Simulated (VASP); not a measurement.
**Sr2BN: relaxation of cell and atoms with PBE**

The system is Sr2BN.

```
Sr B N
1.0
     3.88617    0.00000    0.00000
    -1.94309    3.36553    0.00000
     0.00000    0.00000    6.69045
Sr B N
2 1 1
Cartesian
  0.0000 2.2437 5.3101
  1.9431 1.1218 1.3803
  0.0000 0.0000 3.3452
  0.0000 0.0000 0.0000
```

| Item | Value |
| --- | --- |
| Program | VASP 6.6.1 |
| Task | relaxation of cell and atoms |
| Functional | PBE |
| Potentials or basis | VASP PAW PBE potentials, release 64 (Sr_sv, B, N) |
| Cutoff | 600 eV |
| k mesh | 12 × 12 × 8 |
| Occupations | gaussian, width 0.1 eV |
| Spin | no spin polarisation |
| Dipole correction | no |
| Further INCAR settings | ALGO = Normal; EDIFF = 1e-06; IBRION = 2; EDIFFG = -0.01; NSW = 100; ISIF = 3 |

```json
{
  "Relaxed volume": "21.97 Å³/atom",
  "Relaxed cell": "a = 3.891 Å, b = 3.891 Å, c = 6.704 Å, α = 90.00°, β = 90.00°, γ = 120.00°",
  "Space group after relaxing (to 0.1 Å)": "P-3m1 (No. 164)",
  "Energy gained by relaxing": "0.1 meV/atom",
  "Ionic steps": "4",
  "Pressure after relaxing": "0.0 GPa",
  "Largest force after relaxing": "0.010 eV/Å",
  "Band gap on the k mesh": "zero (bands 14 and 15 overlap by 1.94 eV)"
}
```

Forces in eV/Å, atoms in the order of the input:
```
Sr   0.000  0.000  0.010
Sr   0.000  0.000 -0.010
B    0.000  0.000  0.000
N    0.000  0.000  0.000
```

The path:
```
step  energy change (eV)  largest force (eV/Å)  pressure (GPa)  volume (Å³)
   1              0.0000                0.0101            0.24        87.50
   2             -0.0003                0.0124           -0.01        87.92
   3             -0.0003                0.0111           -0.02        87.91
   4             -0.0003                0.0096           -0.02        87.89
```

Final structure:
```
Sr B N
1.0
     3.89077    0.00000    0.00000
    -1.94538    3.36950    0.00000
     0.00000    0.00000    6.70377
Sr B N
2 1 1
Direct
  0.33333 0.66667 0.79362
  0.66667 0.33333 0.20638
  0.00000 0.00000 0.50000
  0.00000 0.00000 0.00000
```

Levels at points of the mesh, in eV from the Fermi level:
| k point | band 11 | band 12 | band 13 | band 14 | band 15 | band 16 | band 17 | band 18 |
| --- | --- | --- | --- | --- | --- | --- | --- | --- |
| (0.00, 0.00, 0.00) | -2.61 | -0.85 | -0.85 | 1.28 | 1.49 | 1.49 | 3.37 | 4.32 |
| (0.50, 0.00, 0.00) | -2.24 | -1.14 | -0.81 | -0.79 | 0.99 | 1.17 | 1.95 | 5.03 |
| (0.00, 0.00, 0.50) | -1.47 | -0.85 | -0.85 | -0.70 | 1.29 | 1.29 | 4.44 | 4.49 |
| (0.50, 0.00, 0.50) | -1.41 | -1.34 | -0.79 | -0.70 | -0.08 | 0.89 | 2.92 | 3.50 |

Run time: 3.4 min on 1 thread of Intel(R) Xeon(R) 6975P-C (Granite Rapids), with other jobs on the host, peak memory 0.44 GiB.
